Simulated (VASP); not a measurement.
# BaO (m) (Fm-3m) in VASP: relaxation of cell and atoms with PBE

Aim: the relaxation of cell and atoms of BaO (m) with PBE.

Everything below comes from runs of VASP 6.6.1. Logs are shortened: lines on timing, memory, paths and dates and some standing lists are left out, and cuts for length are marked.

## (1) The cell of the first run

Symmetry: Fm-3m, No. 225, cubic system. Conventional cell: a = 5.581 Å, b = 5.581 Å, c = 5.581 Å, α = 90.00°, β = 90.00°, γ = 90.00°. Ba (site symmetry m-3m) has 6 O at 2.79 Å within 3.7 Å. Within 3.7 Å of O (site symmetry m-3m) lie 6 Ba at 2.79 Å.

## (2) Relaxation of cell and atoms, PBE

Contents of INCAR:

```
  ALGO = Normal
  EDIFF = 1E-7
  EDIFFG = -0.002
  ENCUT = 600
  GGA = PE
  GGA_COMPAT = F
  IBRION = 2
  ISIF = 3
  ISMEAR = 0
  LASPH = T
  LCHARG = F
  LREAL = F
  LWAVE = F
  NELM = 120
  NELMIN = 4
  NSW = 100
  PREC = Accurate
  SIGMA = 0.02
```

Contents of KPOINTS:

```
k-points
0
Gamma
  8 8 8
```

Contents of POSCAR:

```
BaO
1.0
    0.0000000000      2.7903917100      2.7903917100
    2.7903917100      0.0000000000      2.7903917100
    2.7903917100      2.7903917100      0.0000000000
Ba O
1 1
Direct
    0.0000000000      0.0000000000      0.0000000000
    0.5000000000      0.5000000000      0.5000000000
```

Potentials or basis: VASP PAW PBE potentials, release 64 (Ba_sv, O).

The run is started by

```sh
> cat potpaw_PBE.64/Ba_sv/POTCAR potpaw_PBE.64/O/POTCAR > POTCAR
> mpirun -np 1 vasp_std > vasp.out
```

OUTCAR:

```text
EDIFF = 1E-7
   EDIFFG = -0.002
   ENCUT = 600
   GGA = PE
   IBRION = 2
   ISIF = 3
   ISMEAR = 0
   LASPH = T
   LREAL = F
   NELM = 120
   NELMIN = 4
   NSW = 100
   PREC = Accurate

 ion  position               nearest neighbor table
   1  0.000  0.000  0.000-   2 2.79   2 2.79   2 2.79   2 2.79   2 2.79   2 2.79
   2  0.500  0.500  0.500-   1 2.79   1 2.79   1 2.79   1 2.79   1 2.79   1 2.79

  LATTYP: Found a face centered cubic cell.
 ALAT       =     5.5807834200

  Lattice vectors:

 A1 = (   0.0000000000,   2.7903917100,   2.7903917100)
 A2 = (   2.7903917100,   0.0000000000,   2.7903917100)
 A3 = (   2.7903917100,   2.7903917100,   0.0000000000)

Analysis of symmetry for initial positions (statically):
=====================================================================
 Subroutine PRICEL returns:
 Original cell was already a primitive cell.

 Routine SETGRP: Setting up the symmetry group for a
 face centered cubic supercell.

 Subroutine GETGRP returns: Found 48 space group operations
 (whereof 48 operations were pure point group operations)
 out of a pool of 48 trial point group operations.

The static configuration has the point symmetry O_h .

Analysis of symmetry for dynamics (positions and initial velocities):
=====================================================================
 Subroutine PRICEL returns:
 Original cell was already a primitive cell.

 Routine SETGRP: Setting up the symmetry group for a
 face centered cubic supercell.

 Subroutine GETGRP returns: Found 48 space group operations
 (whereof 48 operations were pure point group operations)
 out of a pool of 48 trial point group operations.

The dynamic configuration has the point symmetry O_h .

 Subroutine INISYM returns: Found 48 space group operations
 (whereof 48 operations are pure point group operations),
 and found     1 'primitive' translations

----------------------------------------------------------------------------------------

                                     Primitive cell

  volume of cell :      43.4536

  direct lattice vectors                    reciprocal lattice vectors
     0.000000000  2.790391710  2.790391710    -0.179186312  0.179186312  0.179186312
     2.790391710  0.000000000  2.790391710     0.179186312 -0.179186312  0.179186312
     2.790391710  2.790391710  0.000000000     0.179186312  0.179186312 -0.179186312

  length of vectors
     3.946209801  3.946209801  3.946209801     0.310359797  0.310359797  0.310359797

  position of ions in fractional coordinates (direct lattice)
     0.000000000  0.000000000  0.000000000
     0.500000000  0.500000000  0.500000000

  ion indices of the primitive-cell ions
   primitive index   ion index
                 1           1
                 2           2

----------------------------------------------------------------------------------------

 KPOINTS: k-points

Automatic generation of k-mesh.
 Grid dimensions read from file:
 generate k-points for:    8    8    8

 Generating k-lattice:

  Cartesian coordinates                     Fractional coordinates (reciprocal lattice)
    -0.022398289  0.022398289  0.022398289     0.125000000  0.000000000  0.000000000
     0.022398289 -0.022398289  0.022398289     0.000000000  0.125000000  0.000000000
     0.022398289  0.022398289 -0.022398289     0.000000000  0.000000000  0.125000000

  Length of vectors
     0.038794975  0.038794975  0.038794975

  Shift w.r.t. Gamma in fractional coordinates (k-lattice)
     0.000000000  0.000000000  0.000000000

 Subroutine IBZKPT returns following result:
 ===========================================

 Found     29 irreducible k-points:

 Following reciprocal coordinates:
            Coordinates               Weight
  0.000000  0.000000  0.000000      1.000000
  0.125000  0.000000  0.000000      8.000000
  0.250000  0.000000  0.000000      8.000000
  0.375000  0.000000  0.000000      8.000000
  0.500000  0.000000  0.000000      4.000000
  0.125000  0.125000  0.000000      6.000000
[... 16 lines left out ...]
  0.500000  0.250000  0.125000     48.000000
 -0.375000  0.250000  0.125000     24.000000
 [... further k-points ...]
   k-points           NKPTS =     29   k-points in BZ     NKDIM =     29   number of bands    NBANDS=     12
   number of dos      NEDOS =    301   number of ions     NIONS =      2
   total plane-waves  NPLWV =  32768
   dimension x,y,z NGX =    32 NGY =   32 NGZ =   32
   dimension x,y,z NGXF=    64 NGYF=   64 NGZF=   64
   ions per type =               1   1
   NGX,Y,Z   is equivalent  to a cutoff of  13.48, 13.48, 13.48 a.u.
   NGXF,Y,Z  is equivalent  to a cutoff of  26.96, 26.96, 26.96 a.u.
 SYSTEM =  unknown system
   PREC   = accura    normal or accurate (medium, high low for compatibility)
   ISTART =      0    job   : 0-new  1-cont  2-samecut
   ICHARG =      2    charge: 1-file 2-atom 10-const
   ISPIN  =      1    spin polarized calculation?
   LNONCOLLINEAR =      F non collinear calculations
   LSORBIT =      F    spin-orbit coupling
   LASPH  =      T    aspherical Exc in radial PAW
   ENCUT  =  600.0 eV  44.10 Ry    6.64 a.u.   7.88  7.88  7.88*2*pi/ulx,y,z
   NELM   =    120;   NELMIN=  4; NELMDL= -5     # of ELM steps
   EDIFF  = 0.1E-06   stopping-criterion for ELM
   LREAL  =      F    real-space projection
   EDIFFG = -.2E-02   stopping-criterion for IOM
   NSW    =    100    number of steps for IOM
   IBRION =      2    ionic relax: 0-MD 1-quasi-New 2-CG
   NFREE  =      1    steps in history (QN), initial steepest desc. (CG)
   ISIF   =      3    stress and relaxation
   ISYM   =      2    0-nonsym 1-usesym 2-fastsym
   POTIM  = 0.5000    time-step for ionic-motion
   TEBEG  =    0.0;   TEEND  =   0.0 temperature during run
   PSTRESS=    0.0 pullay stress
   NELECT =      16.0000    total number of electrons
   NUPDOWN=      -1.0000    fix difference up-down
   EMIN   =  10.00;   EMAX   =-10.00  energy-range for DOS
   EFERMI =   0.00;   METHOD = LEGACY
   ISMEAR =     0;   SIGMA  =   0.02  broadening in eV -4-tet -1-fermi 0-gaus
   EFERMI_NEDOS =   21; number of points for ismear=-14 and -15
   IALGO  =     38    algorithm
   IMIX   =      4    mixing-type and parameters
     AMIX     =   0.40;   BMIX     =  1.00
     AMIX_MAG =   1.60;   BMIX_MAG =  1.00
  volume/ion in A,a.u.               =      21.73       146.62
  Fermi-wavevector in a.u.,A,eV,Ry     =   1.173383  2.217372 18.732866  1.376827
  Thomas-Fermi vector in A             =   2.309797
   LORBIT       =      0    0 simple, 1 ext, 2 COOP (PROOUT), +10 PAW based schemes
   GGA     = PE    functional components
   LHFCALC =     F    Hartree Fock is set to
   AEXX    =    0.0000 exact exchange contribution
   IVDW    =     0    specifies the selected vdW correction
   LEPSILON=     F    determine dielectric tensor
   LRPA    =     F    only Hartree local field effects (RPA)
 conjugate gradient relaxation of ions
 non-spin polarized calculation
 Gauss-broadening in eV      SIGMA  =   0.02
  energy-cutoff  :      600.00
  volume of cell :       43.45
 maximum number of plane-waves:      1472
   NGX = 15   NGY = 15   NGZ = 15

--------------------------------------- Ionic step        1  -------------------------------------------

 number of electron      16.0000002 magnetization

 Free energy of the ion-electron system (eV)
  ---------------------------------------------------
  ext. energy  EPLUGINS =         0.00000000
  ---------------------------------------------------
  free energy    TOTEN  =       -11.80803087 eV

  energy without entropy =      -11.80803087  energy(sigma->0) =      -11.80803087

------------------------ aborting loop because EDIFF is reached ----------------------------------------

  FORCE on cell =-STRESS in cart. coord.  units (eV):
  Direction    XX          YY          ZZ          XY          YZ          ZX
  --------------------------------------------------------------------------------------
  -------------------------------------------------------------------------------------
  Total        0.3304723      0.3304723      0.3304723      0.0000000      0.0000000     -0.0000000
  in kB       12.1848472     12.1848472     12.1848472      0.0000000      0.0000000     -0.0000000
  external PRESSURE =      12.1848472 kB  Pullay stress =       0.0000000 kB
[... 57 lines left out ...]
  energy  without entropy=      -11.8104431770  energy(sigma->0) =      -11.81044318

--------------------------------------- Ionic step        3  -------------------------------------------

 number of electron      16.0000004 magnetization

 Free energy of the ion-electron system (eV)
  ---------------------------------------------------
  ext. energy  EPLUGINS =         0.00000000
  ---------------------------------------------------
  free energy    TOTEN  =       -11.81085020 eV

  energy without entropy =      -11.81085020  energy(sigma->0) =      -11.81085020

 E-fermi :   1.7517     XC(G=0):  -9.4374

 val. band max:        1.6057750021   @ k =   0.5000   0.5000   0.0000
 cond. band min:       3.7080272393   @ k =   0.5000   0.5000   0.0000
 fundamental gap:      2.1022522372
 Fermi energy:         1.7517442184

 k-point     1 :       0.0000    0.0000    0.0000
  band No.  band energies     occupation
      1     -24.3114      2.00000
      2     -13.2944      2.00000
      3      -8.8968      2.00000
      4      -8.8968      2.00000
      5      -8.8968      2.00000
      6       1.3634      2.00000
      7       1.3634      2.00000
      8       1.3634      2.00000
      9       4.9866      0.00000
     10       6.3072      0.00000
     11       6.3072      0.00000
     12       6.3072      0.00000
[... 331 lines left out ...]
 k-point    24 :      -0.3750    0.2500    0.1250
  band No.  band energies     occupation
      1     -24.0647      2.00000
      2     -13.7758      2.00000
      3      -9.4522      2.00000
      4      -9.4471      2.00000
      5      -9.0026      2.00000
      6       0.2198      2.00000
      7       0.7755      2.00000
      8       0.8469      2.00000
      9       6.4309      0.00000
     10       7.0216      0.00000
     11       9.2290      0.00000
     12       9.3221      0.00000

 [... further k-points ...]
[... 5 lines left out ...]
  --------------------------------------------------------------------------------------
  -------------------------------------------------------------------------------------
  Total        0.0005139      0.0005139      0.0005139      0.0000000      0.0000000      0.0000000
  in kB        0.0186231      0.0186231      0.0186231      0.0000000      0.0000000      0.0000000
  external PRESSURE =       0.0186231 kB  Pullay stress =       0.0000000 kB
[... 17 lines left out ...]
  FREE ENERGIE OF THE ION-ELECTRON SYSTEM (eV)
  ---------------------------------------------------
  free  energy   TOTEN  =       -11.8108501998 eV

  energy  without entropy=      -11.8108501998  energy(sigma->0) =      -11.81085020

 reached required accuracy - stopping structural energy minimisation
```

Wall time 54 s (1 thread of Intel Xeon 8259CL, shared host); peak memory 0.19 GiB.

What came out:

```
Free energy                            : -11.8109 eV
Relaxed volume                         : 22.10 Å³/atom
Relaxed cell                           : a = 3.969 Å, b = 3.969 Å, c = 3.969 Å, α = 60.00°, β = 60.00°, γ = 60.00°
Space group after relaxing (to 0.05 Å) : Fm-3m (No. 225)
Energy gained by relaxing              : 1.4 meV/atom
Ionic steps                            : 3
Pressure after relaxing                : 0.0 GPa
Band gap on the k mesh                 : 2.10 eV, direct
```

Step by step:
```
step  energy change (eV)  largest force (eV/Å)  pressure (GPa)  volume (Å³)
   1              0.0000                0.0000            1.22        43.45
   2             -0.0024                0.0000           -0.44        44.50
   3             -0.0028                0.0000            0.00        44.21
```

Final structure:
```cif
data_structure
_symmetry_space_group_name_H-M 'P 1'
_symmetry_Int_Tables_number 1
_cell_length_a 3.9689
_cell_length_b 3.9689
_cell_length_c 3.9689
_cell_angle_alpha 60.000
_cell_angle_beta 60.000
_cell_angle_gamma 60.000
_cell_volume 44.21
loop_
_atom_site_label
_atom_site_type_symbol
_atom_site_fract_x
_atom_site_fract_y
_atom_site_fract_z
_atom_site_occupancy
Ba1 Ba 0.00000 0.00000 0.00000 1
O1 O 0.50000 0.50000 0.50000 1
```

Levels at points of the mesh, in eV from the valence-band top:
```csv
k point,band 5,band 6,band 7,band 8,band 9,band 10,band 11,band 12
"(0.00, 0.00, 0.00)",-10.50,-0.24,-0.24,-0.24,3.38,4.70,4.70,4.70
"(0.50, 0.00, 0.00)",-10.61,-1.84,-1.30,-1.30,4.88,7.04,7.04,7.97
"(0.50, 0.50, 0.00)",-11.02,-0.10,-0.10,0.00,2.10,5.82,8.71,9.15
```

Caveat: spin-orbit coupling is left out, which moves the levels of the heavy elements. A k mesh can miss the band edges.
